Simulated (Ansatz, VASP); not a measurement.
**WC: VASP beside Ansatz**

```
W C
1.0
     2.84249    0.00000    0.00000
    -1.42125    2.56215    0.00000
     0.00000    0.00000    2.82900
W C
1 1
Direct
  0.00000 0.00000 0.00000
  0.66667 0.33333 0.50000
```

Change from the starting cell: strain -0.0200 x Voigt [1, -1, 0, 0, 0, 0], atoms carried along.

Alike in both runs: task single point; functional PBE; k mesh 18 × 18 × 16; occupations gaussian, width 0.15 eV; no spin polarisation.

```csv
,VASP,Ansatz
version,VASP 6.6.1,Ansatz 0.2.0
potentials or method,"VASP PAW PBE potentials, release 64 (W_sv, C), cutoff 520 eV","scalar-relativistic, plane waves, PAW"
valence electrons in the cell,18,18
```

VASP gave:

```
gap on the k mesh at the Fermi level (eV)                     : none
pressure (GPa)                                                : 10.1
traceless stress, the component that is largest in VASP (GPa) : -10.87
rms of the force components (eV/Å)                            : 0.126
```

Task: What did Ansatz give for the same quantities?

Result: gap on the k mesh at the Fermi level (eV): none; pressure (GPa): 8.9; traceless stress, the component that is largest in VASP (GPa): -10.71; rms of the force components (eV/Å): 0.123.

Atom by atom the forces differ by 0.003 eV/Å (rms over components). A gap of «none» marks a metal or a gap that the smearing closes.

Neither program's run includes spin-orbit coupling.
